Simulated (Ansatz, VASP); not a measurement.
**Two plane-wave programs on LaLuAs2**

POSCAR

```
LaLuAs2
1.0
    4.2232600530      0.0000000000      0.0000000000
    0.0000000000      4.2232600530      0.0000000000
    0.0000000000      0.0000000000      5.9521047156
La As Lu
1 2 1
Direct
    0.0000000000      0.0000000000      0.0000000000
    0.0000000000      0.0000000000      0.5000000000
    0.5000000000      0.5000000000      0.0000000000
    0.5000000000      0.5000000000      0.5000000000
```

The input INCAR.step1:

```
SYSTEM = LaLuAs2
PREC = Accurate
ENCUT = 560
ISMEAR = -1
SIGMA = 0.02
LREAL = .False.
LASPH = .True.
NELM = 200
NBANDS = 41
GGA = PE
ALGO = Normal
EDIFF = 1E-5
LWAVE = .True.
LCHARG = .False.
GGA_COMPAT = .False.
LMAXMIX = 6
```

The input INCAR.step2:

```
SYSTEM = LaLuAs2
PREC = Accurate
ENCUT = 560
EDIFF = 1E-6
ISMEAR = -1
SIGMA = 0.02
LREAL = .False.
LASPH = .True.
NELM = 200
ALGO = Normal
ISIF = 2
LWAVE = .False.
LCHARG = .False.
METAGGA = R2SCAN
LMIXTAU = .True.
NBANDS = 41
ISTART = 1
GGA_COMPAT = .False.
LMAXMIX = 6
```

Contents of KPOINTS:

```
Automatic mesh
0
Gamma
  6 6 4
  0 0 0
```

Input for Ansatz:

```yaml
crystal:
  lattice:
    - [4.223260053, 0.0, 0.0]
    - [0.0, 4.223260053, 0.0]
    - [0.0, 0.0, 5.9521047156]
  atoms:
    - { symbol: La, position: [0.0, 0.0, 0.0] }
    - { symbol: As, position: [0.0, 0.0, 0.5] }
    - { symbol: Lu, position: [0.5, 0.5, 0.5] }
    - { symbol: As, position: [0.5, 0.5, 0.0] }
kpoints:
  mp_grid: { grid: [6, 6, 4] }
hamiltonian:
  xc: r2scan
scf:
  occupations: { method: fermi_dirac, width: 0.02 }
  n_extra_bands: 5
output:
  forces: true
  stress: true
  eigenvalues: true
```

Alike in both runs: task single point; functional r2SCAN; k mesh 6 × 6 × 4; occupations fermi-dirac, width 0.02 eV; no spin polarisation.

```csv
,VASP,Ansatz
version,VASP 6.6.1,Ansatz 0.2.0
potentials or method,"VASP PAW PBE potentials, release 64 (La, As_d, Lu)","plane waves, PAW"
plane-wave cutoff (eV),560,500
valence electrons in the cell,66,66
```

|  | VASP | Ansatz | Ansatz less VASP |
| --- | --- | --- | --- |
| pressure (GPa) | 0.1 | 0.0 | -0.07 |

VASP's potentials were made for PBE, not for r2SCAN. The functional is the same, so the differences come from potentials, cutoffs and numerics.

Neither program's run includes spin-orbit coupling.
